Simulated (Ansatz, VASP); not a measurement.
# One calculation of Fe, two programs

```
Fe
1.0
     2.45098    0.00000    0.00000
    -1.22549    2.12261    0.00000
     0.00000    0.00000    7.87986
Fe
4
Direct
  0.00000 0.00000 0.00000
  0.00000 0.00000 0.50000
  0.33333 0.66667 0.25000
  0.66667 0.33333 0.75000
```

Alike in both runs: task single point; functional BLYP; k mesh 16 × 16 × 5; occupations fermi-dirac, width 0.1 eV; no spin polarisation.

|  | VASP | Ansatz |
| --- | --- | --- |
| version | VASP 6.6.1 | Ansatz 0.2.0 |
| potentials or method | VASP PAW PBE potentials, release 64 (Fe), cutoff 520 eV | plane waves (420 eV) with PAW, scalar-relativistic |
| valence electrons in the cell | 32 | 64 |

|  | VASP | Ansatz | Ansatz less VASP |
| --- | --- | --- | --- |
| pressure (GPa) | 11.4 | 11.3 | -0.03 |
| traceless stress, the component that is largest in VASP (GPa) | 0.10 | 0.12 | +0.029 |

VASP's potentials were made for PBE, not for BLYP. The functional is the same, so the differences come from potentials, cutoffs and numerics. VASP's potentials hold 32 valence electrons a cell and Ansatz's 64, so a difference there can come from the potentials and not from the codes.
